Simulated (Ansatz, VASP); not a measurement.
## Two plane-wave programs on InAs

File INCAR:

```
SYSTEM = InAs
PREC = Accurate
ENCUT = 500
EDIFF = 1E-6
ISMEAR = 0
SIGMA = 0.1
LREAL = .FALSE.
LASPH = .TRUE.
NELM = 120
ALGO = Normal
ISIF = 2
LWAVE = .FALSE.
LCHARG = .FALSE.
GGA = PS
NBANDS = 16
GGA_COMPAT = .FALSE.
```

File KPOINTS:

```
Automatic mesh
0
G
  6 6 6
  0 0 0
```

POSCAR

```
InAs
1.0
    0.0000000000      2.8773040000      2.8773040000
    2.8773040000      0.0000000000      2.8773040000
    2.8773040000      2.8773040000      0.0000000000
In As
1 1
Direct
    0.5000000000      0.5000000000      0.5000000000
    0.0000000000      0.0000000000      0.0000000000
```

Input for Ansatz:

```yaml
crystal:
  lattice:
    - [0.0, 2.877304, 2.877304]
    - [2.877304, 0.0, 2.877304]
    - [2.877304, 2.877304, 0.0]
  atoms:
    - { symbol: In, position: [0.5, 0.5, 0.5] }
    - { symbol: As, position: [0.0, 0.0, 0.0] }
basis:
  ecutwfc: 420
kpoints:
  mp_grid: { grid: [6, 6, 6] }
hamiltonian:
  xc: pbesol
scf:
  occupations: { method: gaussian, width: 0.1 }
output:
  forces: true
  stress: true
  eigenvalues: true
```

Alike in both runs: task single point; functional PBEsol; k mesh 6 × 6 × 6; occupations gaussian, width 0.1 eV; no spin polarisation.

```csv
,VASP,Ansatz
version,VASP 6.6.1,Ansatz 0.2.0
potentials or method,"VASP PAW PBE potentials, release 64 (In_d, As), cutoff 500 eV","scalar-relativistic, plane waves, PAW"
valence electrons in the cell,18,28
```

Ansatz gave:

| Item | Value |
| --- | --- |
| gap on the k mesh at the Fermi level (eV) | none |
| pressure (GPa) | -3.3 |

Q: Estimate VASP's values.

A: gap on the k mesh at the Fermi level (eV): none; pressure (GPa): -3.2.

VASP's potentials were made for PBE, not for PBEsol. A gap of «none» marks a metal or a gap that the smearing closes. The functional is the same, so the differences come from potentials, cutoffs and numerics. VASP's potentials hold 18 valence electrons a cell and Ansatz's 28, so a difference there can come from the potentials and not from the codes.
